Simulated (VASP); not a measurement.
The system is Ba3B2.

```
CELL_PARAMETERS angstrom
4.74936 0.00000 0.00000
0.00000 4.74936 0.00000
0.00000 0.00000 4.74936
ATOMIC_POSITIONS crystal
Ba 0.50000 0.00000 0.00000
Ba 0.00000 0.50000 0.00000
Ba 0.00000 0.00000 0.50000
B 0.00000 0.00000 0.00000
B 0.50000 0.50000 0.50000
```

The cell was generated, and may not be a known phase.

| Quantity | Value |
| --- | --- |
| Program | VASP 6.6.1 |
| Task | relaxation of cell and atoms |
| Functional | PBE |
| Potentials or basis | VASP PAW PBE potentials, release 64 (Ba_sv, B) |
| Cutoff | 600 eV |
| k mesh | 4 × 4 × 4 |
| Occupations | gaussian, width 0.1 eV |
| Spin | no spin polarisation |

At the start: pressure 27.1 GPa; volume 21.43 Å³/atom.

Question: How do energy, volume and symmetry change on relaxing?

Answer: Over 4 steps the energy falls by 935.9 meV/atom and the volume is 37.78 Å³/atom (+76.4 %); space group Pm-3m (No. 221, to 0.1 Å) before and after.

The path:
| step | energy change (eV) | largest force (eV/Å) | pressure (GPa) | volume (Å³) |
| --- | --- | --- | --- | --- |
| 1 | 0.0000 | 0.0000 | 27.14 | 107.13 |
| 2 | -4.5884 | 0.0000 | 1.98 | 173.83 |
| 3 | -4.6709 | 0.0000 | 0.54 | 184.48 |
| 4 | -4.6796 | 0.0000 | 0.08 | 188.92 |

Final structure:
```
Ba B
1.0
     5.73803    0.00000    0.00000
     0.00000    5.73803    0.00000
     0.00000    0.00000    5.73803
Ba B
3 2
Direct
  0.50000 0.00000 0.00000
  0.00000 0.50000 0.00000
  0.00000 0.00000 0.50000
  0.00000 0.00000 0.00000
  0.50000 0.50000 0.50000
```

Caveat: the volume moved by over 15 % at a fixed basis, so the end points are rough.
